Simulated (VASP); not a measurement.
Runs of VASP 6.6.1 on C. The structure is that of space group Fd-3m (No. 227), or close to it. The cells are those of the table. 

```csv
task,level,potentials or basis,cell,k mesh,cutoff (eV),smearing,gap on the mesh (eV),pressure (GPa)
single point,PBE,"VASP PAW PBE potentials, release 64 (C)","a = 2.525 Å, angles 60.0°, 2 atoms",12 × 12 × 12,520,gaussian 0.02 eV,4.14,(a)
relaxation of cell and atoms,PBE,"VASP PAW PBE potentials, release 64 (C)","relaxed from a = 2.522 Å, angles 60.0°, 2 atoms",12 × 12 × 12,600,gaussian 0.02 eV,4.14,0.0
single point,LDA,"VASP PAW LDA potentials, release 64 (C)","a = 2.525 Å, angles 60.0°, 2 atoms",12 × 12 × 12,600,gaussian 0.02 eV,4.11,-14.0
single point,PBE,"VASP PAW PBE potentials, release 64 (C)","a = 2.522 Å, angles 60.0°, 2 atoms",8 × 8 × 8,600,gaussian 0.1 eV,(b),1.8
```

Alike in all rows: no spin polarisation.

Task: Fill in the values left out.

Result: (a) 0.7; (b) 4.13.

A k mesh can miss the band edges.
